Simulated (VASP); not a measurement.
Zr3WCl, 5 atoms in the cell. It takes space group Pm-3m (No. 221, cubic). Conventional cell: a = 4.716 Å, b = 4.716 Å, c = 4.716 Å, α = 90.00°, β = 90.00°, γ = 90.00°. Zr (site symmetry 4/mmm) has 2 Cl at 2.36 Å within 3.1 Å. W (site symmetry m-3m) has 12 Zr at 3.33 Å and 8 Cl at 4.08 Å within 4.4 Å. Cl (site symmetry m-3m) has 6 Zr at 2.36 Å within 3.1 Å. 

```yaml
Program: VASP 6.6.1
Task: single point
Functional: PBE
Potentials_or_basis: VASP PAW PBE potentials, release 64 (Zr_sv, W_sv, Cl)
Cutoff: 520 eV
k_mesh: 8 × 8 × 8
Occupations: gaussian, width 0.1 eV
Spin: no spin polarisation
Dipole_correction: no
Further_INCAR_settings: ALGO = Normal; EDIFF = 1e-06; NBANDS = 36
```

Potentials or basis: VASP PAW PBE potentials, release 64 (Zr_sv, W_sv, Cl).

Run with:

```console
$ cat potpaw_PBE.64/Zr_sv/POTCAR potpaw_PBE.64/W_sv/POTCAR potpaw_PBE.64/Cl/POTCAR > POTCAR
$ mpirun -np 1 vasp_std > vasp.out
```

Hardware: 1 thread of Intel(R) Xeon(R) Platinum 8559C (Emerald Rapids), with other jobs on the host.

**Question.** How long does it take, and how much memory?

**Answer.** Wall time 68 s on 1 thread of Intel(R) Xeon(R) Platinum 8559C (Emerald Rapids), with other jobs on the host, peak memory 0.28 GiB. Counts: scf iterations 14, k points 35.
